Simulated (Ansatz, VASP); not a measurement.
**Pb in VASP and in Ansatz**

The input INCAR:

```
SYSTEM = Pb
PREC = Accurate
ENCUT = 520
EDIFF = 1E-6
ISMEAR = -1
SIGMA = 0.05
LREAL = .False.
LASPH = .True.
NELM = 100
ALGO = Normal
ISIF = 2
LWAVE = .False.
LCHARG = .False.
GGA = PE
NBANDS = 21
```

Contents of KPOINTS:

```
Automatic mesh
0
Gamma
  14 14 14
  0 0 0
```

The input POSCAR:

```
Pb
1.0
   -2.4895110964      2.4895110964      1.3431060120
    2.4895110964     -2.4895110964      1.3431060120
    2.4895110964      2.4895110964     -1.3431060120
Pb
2
Direct
   -0.3750000000     -0.1250000000     -0.2500000000
    0.3750000000      0.1250000000      0.2500000000
```

Input for Ansatz:

```yaml
crystal:
  lattice:
    - [-2.4895110964, 2.4895110964, 1.343106012]
    - [2.4895110964, -2.4895110964, 1.343106012]
    - [2.4895110964, 2.4895110964, -1.343106012]
  atoms:
    - { symbol: Pb, position: [-0.375, -0.125, -0.25] }
    - { symbol: Pb, position: [0.375, 0.125, 0.25] }
kpoints:
  mp_grid: { grid: [14, 14, 14] }
scf:
  occupations: { method: fermi_dirac, width: 0.05 }
hamiltonian:
  xc: pbe
  pseudopotentials: { kind: all_electron, lapw: { basis_error: 0.001 } }
output:
  forces: true
  stress: true
  eigenvalues: true
  populations: true
```

Change from the starting cell: volume scaled by 0.5, LAPW.

Alike in both runs: task single point; functional PBE; k mesh 14 × 14 × 14; occupations fermi-dirac, width 0.05 eV; no spin polarisation.

```csv
,VASP,Ansatz
version,VASP 6.6.1,Ansatz 0.2.0
potentials or method,"VASP PAW PBE potentials, release 64 (Pb_d), cutoff 520 eV","all-electron LAPW, scalar-relativistic"
```

Ansatz gave:

| Quantity | Value |
| --- | --- |
| pressure (GPa) | 141.8 |
| traceless stress, the component that is largest in VASP (GPa) | -0.45 |

What did VASP give for the same quantities?

Pressure (GPa): 141.7; traceless stress, the component that is largest in VASP (GPa): -0.43.

Both programs put the cell under a high pressure, so it lies far from rest at this level. Ansatz ran all-electron here, and VASP with PAW potentials.

Spin-orbit coupling is off throughout. Noted on VASP's run: the cell as given lies far from equilibrium.
